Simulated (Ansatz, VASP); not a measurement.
## Cu: VASP beside Ansatz

```
Cu
1.0
     2.52676    0.00000    0.00000
    -1.26338    2.18824    0.00000
     0.00000    0.00000    4.10587
Cu
2
Direct
  0.33333 0.66667 0.25000
  0.66667 0.33333 0.75000
```

Alike in both runs: functional PBEsol; k mesh 8 × 8 × 4; occupations fermi-dirac, width 0.2 eV; no spin polarisation.

Ansatz relaxed the structure, and its values are those at the end. VASP's run is a single point on that final structure, the one shown.

```csv
,VASP,Ansatz
version,VASP 6.6.1,Ansatz 0.2.0
potentials or method,"VASP PAW PBE potentials, release 64 (Cu), cutoff 520 eV","plane waves, PAW"
valence electrons in the cell,22,38
```

VASP gave:

- gap on the k mesh at the Fermi level (eV): none
- pressure (GPa): 0.8

**Question.** What did Ansatz give for the same quantities?

**Answer.** gap on the k mesh at the Fermi level (eV): none; pressure (GPa): 0.0.

VASP's potentials were made for PBE, not for PBEsol. A gap of «none» marks a metal or a gap that the smearing closes. With one functional, cell and mesh, what is left measures potentials, basis and numerics. VASP's potentials hold 22 valence electrons a cell and Ansatz's 38, so a difference there can come from the potentials and not from the codes. Ansatz's warnings: structure snapped to symmetry.

The k mesh is coarse, so the values compare programs but aren't converged.
